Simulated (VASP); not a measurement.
# Pb (Fm-3m) in VASP: a series of runs, part 2 of 2

VASP 6.6.1. The steps go on from the part before.

**4. Relaxation of cell and atoms, RPBE**

File INCAR:

```
  PREC = Accurate
  ENCUT = 600
  EDIFF = 1E-6
  ISMEAR = -1
  SIGMA = 0.05
  LREAL = False
  LASPH = True
  NELM = 100
  ALGO = Normal
  ISIF = 3
  LWAVE = False
  LCHARG = False
  GGA = RP
  IBRION = 2
  NSW = 80
  EDIFFG = -0.01
```

File KPOINTS:

```
Automatic mesh
0
Gamma
  9 9 9
```

File POSCAR:

```
Pb
1.0
    0.0000000000      2.4750200000      2.4750200000
    2.4750200000      0.0000000000      2.4750200000
    2.4750200000      2.4750200000      0.0000000000
Pb
1
Direct
    0.0000000000      0.0000000000      0.0000000000
```

Potentials or basis: VASP PAW PBE potentials, release 64 (Pb_d).

Started as:

```bash
$ cat potpaw_PBE.64/Pb_d/POTCAR > POTCAR
$ mpirun -np 1 vasp_std > vasp.out
```

OUTCAR:

```text
PREC = Accurate
   ENCUT = 600
   EDIFF = 1E-6
   ISMEAR = -1
   LREAL = False
   LASPH = True
   NELM = 100
   ISIF = 3
   GGA = RP
   IBRION = 2
   NSW = 80
   EDIFFG = -0.01

 ion  position               nearest neighbor table
   1  0.000  0.000  0.000-

  LATTYP: Found a face centered cubic cell.
 ALAT       =     4.9500400000

  Lattice vectors:

 A1 = (   0.0000000000,   2.4750200000,   2.4750200000)
 A2 = (   2.4750200000,   0.0000000000,   2.4750200000)
 A3 = (   2.4750200000,   2.4750200000,   0.0000000000)

Analysis of symmetry for initial positions (statically):
=====================================================================
 Subroutine PRICEL returns:
 Original cell was already a primitive cell.

 Routine SETGRP: Setting up the symmetry group for a
 face centered cubic supercell.

 Subroutine GETGRP returns: Found 48 space group operations
 (whereof 48 operations were pure point group operations)
 out of a pool of 48 trial point group operations.

The static configuration has the point symmetry O_h .

Analysis of symmetry for dynamics (positions and initial velocities):
=====================================================================
 Subroutine PRICEL returns:
 Original cell was already a primitive cell.

 Routine SETGRP: Setting up the symmetry group for a
 face centered cubic supercell.

 Subroutine GETGRP returns: Found 48 space group operations
 (whereof 48 operations were pure point group operations)
 out of a pool of 48 trial point group operations.

The dynamic configuration has the point symmetry O_h .

 Subroutine INISYM returns: Found 48 space group operations
 (whereof 48 operations are pure point group operations),
 and found     1 'primitive' translations

----------------------------------------------------------------------------------------

                                     Primitive cell

  volume of cell :      30.3226

  direct lattice vectors                    reciprocal lattice vectors
     0.000000000  2.475020000  2.475020000    -0.202018570  0.202018570  0.202018570
     2.475020000  0.000000000  2.475020000     0.202018570 -0.202018570  0.202018570
     2.475020000  2.475020000  0.000000000     0.202018570  0.202018570 -0.202018570

  length of vectors
     3.500206851  3.500206851  3.500206851     0.349906427  0.349906427  0.349906427

  position of ions in fractional coordinates (direct lattice)
     0.000000000  0.000000000  0.000000000

  ion indices of the primitive-cell ions
   primitive index   ion index
                 1           1

----------------------------------------------------------------------------------------

 KPOINTS: Automatic mesh

Automatic generation of k-mesh.
 Grid dimensions read from file:
 generate k-points for:    9    9    9

 Generating k-lattice:

  Cartesian coordinates                     Fractional coordinates (reciprocal lattice)
    -0.022446508  0.022446508  0.022446508     0.111111111  0.000000000  0.000000000
     0.022446508 -0.022446508  0.022446508     0.000000000  0.111111111  0.000000000
     0.022446508  0.022446508 -0.022446508     0.000000000  0.000000000  0.111111111

  Length of vectors
     0.038878492  0.038878492  0.038878492

  Shift w.r.t. Gamma in fractional coordinates (k-lattice)
     0.000000000  0.000000000  0.000000000

 Subroutine IBZKPT returns following result:
 ===========================================

 Found     35 irreducible k-points:

 Following reciprocal coordinates:
            Coordinates               Weight
  0.000000  0.000000  0.000000      1.000000
  0.111111  0.000000  0.000000      8.000000
  0.222222  0.000000  0.000000      8.000000
  0.333333  0.000000  0.000000      8.000000
  0.444444  0.000000  0.000000      8.000000
  0.111111  0.111111  0.000000      6.000000
[... 16 lines left out ...]
 -0.333333  0.333333  0.000000     12.000000
  0.444444  0.444444  0.000000      6.000000
 [... further k-points ...]
   k-points           NKPTS =     35   k-points in BZ     NKDIM =     35   number of bands    NBANDS=     11
   number of dos      NEDOS =    301   number of ions     NIONS =      1
   total plane-waves  NPLWV =  21952
   dimension x,y,z NGX =    28 NGY =   28 NGZ =   28
   dimension x,y,z NGXF=    56 NGYF=   56 NGZF=   56
   ions per type =               1
   NGX,Y,Z   is equivalent  to a cutoff of  13.30, 13.30, 13.30 a.u.
   NGXF,Y,Z  is equivalent  to a cutoff of  26.60, 26.60, 26.60 a.u.
 SYSTEM =  unknown system
   PREC   = accura    normal or accurate (medium, high low for compatibility)
   ISTART =      0    job   : 0-new  1-cont  2-samecut
   ICHARG =      2    charge: 1-file 2-atom 10-const
   ISPIN  =      1    spin polarized calculation?
   LNONCOLLINEAR =      F non collinear calculations
   LSORBIT =      F    spin-orbit coupling
   LASPH  =      T    aspherical Exc in radial PAW
   ENCUT  =  600.0 eV  44.10 Ry    6.64 a.u.   6.99  6.99  6.99*2*pi/ulx,y,z
   NELM   =    100;   NELMIN=  2; NELMDL= -5     # of ELM steps
   EDIFF  = 0.1E-05   stopping-criterion for ELM
   LREAL  =      F    real-space projection
   EDIFFG = -.1E-01   stopping-criterion for IOM
   NSW    =     80    number of steps for IOM
   IBRION =      2    ionic relax: 0-MD 1-quasi-New 2-CG
   NFREE  =      1    steps in history (QN), initial steepest desc. (CG)
   ISIF   =      3    stress and relaxation
   ISYM   =      2    0-nonsym 1-usesym 2-fastsym
   POTIM  = 0.5000    time-step for ionic-motion
   TEBEG  =    0.0;   TEEND  =   0.0 temperature during run
   PSTRESS=    0.0 pullay stress
   NELECT =      14.0000    total number of electrons
   NUPDOWN=      -1.0000    fix difference up-down
   EMIN   =  10.00;   EMAX   =-10.00  energy-range for DOS
   EFERMI =   0.00;   METHOD = LEGACY
   ISMEAR =    -1;   SIGMA  =   0.05  broadening in eV -4-tet -1-fermi 0-gaus
   EFERMI_NEDOS =   21; number of points for ismear=-14 and -15
   IALGO  =     38    algorithm
   IMIX   =      4    mixing-type and parameters
     AMIX     =   0.40;   BMIX     =  1.00
     AMIX_MAG =   1.60;   BMIX_MAG =  1.00
  volume/ion in A,a.u.               =      30.32       204.63
  Fermi-wavevector in a.u.,A,eV,Ry     =   1.265306  2.391081 21.782907  1.600999
  Thomas-Fermi vector in A             =   2.398566
   LORBIT       =      0    0 simple, 1 ext, 2 COOP (PROOUT), +10 PAW based schemes
   GGA     = RP    functional components
   LHFCALC =     F    Hartree Fock is set to
   AEXX    =    0.0000 exact exchange contribution
   IVDW    =     0    specifies the selected vdW correction
   LEPSILON=     F    determine dielectric tensor
   LRPA    =     F    only Hartree local field effects (RPA)
 conjugate gradient relaxation of ions
 non-spin polarized calculation
  energy-cutoff  :      600.00
  volume of cell :       30.32
 maximum number of plane-waves:      1022
   NGX = 13   NGY = 13   NGZ = 13

--------------------------------------- Ionic step        1  -------------------------------------------

 number of electron      13.9999999 magnetization

 Free energy of the ion-electron system (eV)
  ---------------------------------------------------
  ext. energy  EPLUGINS =         0.00000000
  ---------------------------------------------------
  free energy    TOTEN  =        -3.16523657 eV

  energy without entropy =       -3.16213889  energy(sigma->0) =       -3.16368773

 E-fermi :   7.2695     XC(G=0): -10.0878

 val. band max:        7.0456005746   @ k =  -0.3333   0.3333   0.1111
 cond. band min:       7.2755778105   @ k =  -0.2222   0.3333   0.1111
 fundamental gap:      0.2299772359
 Fermi energy:         7.2695395707

 k-point     1 :       0.0000    0.0000    0.0000
  band No.  band energies     occupation
      1      -9.7342      2.00000
      2      -9.7342      2.00000
      3      -9.7342      2.00000
      4      -9.5959      2.00000
      5      -9.5959      2.00000
      6      -4.3379      2.00000
      7      14.8536      0.00000
      8      14.8536      0.00000
      9      14.8536      0.00000
     10      17.1350      0.00000
     11      18.7108      0.00000
[... 424 lines left out ...]
  energy  without entropy=       -3.1929082742  energy(sigma->0) =       -3.19446067

--------------------------------------- Ionic step        4  -------------------------------------------

 number of electron      14.0000000 magnetization

 Free energy of the ion-electron system (eV)
  ---------------------------------------------------
  ext. energy  EPLUGINS =         0.00000000
  ---------------------------------------------------
  free energy    TOTEN  =        -3.19602022 eV

  energy without entropy =       -3.19293203  energy(sigma->0) =       -3.19447612

 E-fermi :   6.3548     XC(G=0):  -9.6686

 val. band max:        6.2748356930   @ k =   0.3333   0.3333   0.0000
 cond. band min:       6.3992247817   @ k =  -0.2222   0.3333   0.1111
 fundamental gap:      0.1243890886
 Fermi energy:         6.3547863008

 k-point     1 :       0.0000    0.0000    0.0000
  band No.  band energies     occupation
      1     -10.6275      2.00000
      2     -10.6275      2.00000
      3     -10.6275      2.00000
      4     -10.5228      2.00000
      5     -10.5228      2.00000
      6      -4.7158      2.00000
      7      13.2346      0.00000
      8      13.2346      0.00000
      9      13.2346      0.00000
     10      16.1252      0.00000
     11      16.6666      0.00000
[... 350 lines left out ...]
  FREE ENERGIE OF THE ION-ELECTRON SYSTEM (eV)
  ---------------------------------------------------
  free  energy   TOTEN  =        -3.1960202222 eV

  energy  without entropy=       -3.1929320254  energy(sigma->0) =       -3.19447612

 reached required accuracy - stopping structural energy minimisation
```

OSZICAR:

```text
N       E                     dE             d eps       ncg     rms          rms(c)
DAV:   1     0.108338419912E+03    0.10834E+03   -0.79553E+03   776   0.165E+03
DAV:   2     0.175087110447E+01   -0.10659E+03   -0.10434E+03   797   0.345E+02
DAV:   3    -0.304768198249E+01   -0.47986E+01   -0.47433E+01   914   0.830E+01
[... 31 lines left out ...]
DAV:   2    -0.319608506824E+01    0.42028E-03   -0.83098E-04   881   0.618E-01    0.408E-02
DAV:   3    -0.319602296809E+01    0.62100E-04   -0.25244E-04   965   0.326E-01    0.323E-03
DAV:   4    -0.319602169840E+01    0.12697E-05   -0.27465E-06   779   0.195E-02    0.185E-03
DAV:   5    -0.319602022847E+01    0.14699E-05   -0.16798E-06   773   0.118E-02    0.107E-03
DAV:   6    -0.319602022221E+01    0.62635E-08   -0.97147E-08   394   0.640E-03
   4 F= -.31960202E+01 E0= -.31944761E+01  d E =-.307836E-01
```

CONTCAR:

```text
Pb
   1.00000000000000
     0.0000000000000000    2.5485760996205409    2.5485760996205409
     2.5485760996205409    0.0000000000000000    2.5485760996205409
     2.5485760996205409    2.5485760996205409    0.0000000000000000
  Pb
     1
Direct
     1.0000000000000000    0.0000000000000000    1.0000000000000000

  0.00000000E+00  0.00000000E+00  0.00000000E+00
```

Wall time 25 s (1 thread of Intel Xeon 6975P-C, shared host); peak memory 0.17 GiB.

What came out:

- Free energy: -3.1960 eV
- Relaxed volume: 33.11 Å³/atom
- Relaxed cell: a = 3.604 Å, b = 3.604 Å, c = 3.604 Å, α = 60.00°, β = 60.00°, γ = 60.00°
- Space group after relaxing (to 0.05 Å): Fm-3m (No. 225)
- Energy gained by relaxing: 30.8 meV/atom
- Ionic steps: 4
- Pressure after relaxing: 0.0 GPa
- Band gap on the k mesh: zero (band 7 reaches 13.23 eV, above the bottom of band 8 at 5.11 eV)

The path:
```tsv
step	energy change (eV)	largest force (eV/Å)	pressure (GPa)	volume (Å³)
1	0.0000	0.0000	3.87	30.32
2	-0.0298	0.0000	-0.66	33.65
3	-0.0308	0.0000	0.05	33.05
4	-0.0308	0.0000	-0.01	33.11
```

Final structure:
```
Pb
1.0
     0.00000    2.54858    2.54858
     2.54858    0.00000    2.54858
     2.54858    2.54858    0.00000
Pb
1
Direct
  0.00000 0.00000 0.00000
```

Caveat: the PAW data sets were made with another functional, which shifts forces and pressure a little; spin-orbit coupling is left out, which moves the levels of the heavy elements.

**5. The runs side by side**

```tsv
task	level	cell	cutoff (eV)	smearing	gap on the mesh (eV)	pressure (GPa)
single point	PBE	a = 3.500 Å, angles 60.0°, 1 atom	520	gaussian 0.015 eV	none	2.2
single point	RPBE	a = 3.605 Å, angles 60.0°, 1 atom	520	fermi-dirac 0.05 eV	none	-0.1
relaxation of cell and atoms	RPBE	relaxed from a = 3.500 Å, angles 60.0°, 1 atom	600	fermi-dirac 0.05 eV	none	0.0
```

Alike in all rows: potentials or basis VASP PAW PBE potentials, release 64 (Pb_d); no spin polarisation; k mesh 9 × 9 × 9.

Caveats: spin-orbit coupling is left out, which moves the levels of the heavy elements; the PAW data sets were made with another functional, which shifts forces and pressure a little (some runs).

Absolute energies hang on the potentials; compare differences alone.

**6. Against experiment**

Step 4. The cell as given is a measured one (30.32 Å³/atom); RPBE puts the equilibrium volume +9.2 % from it, thermal expansion not counted.
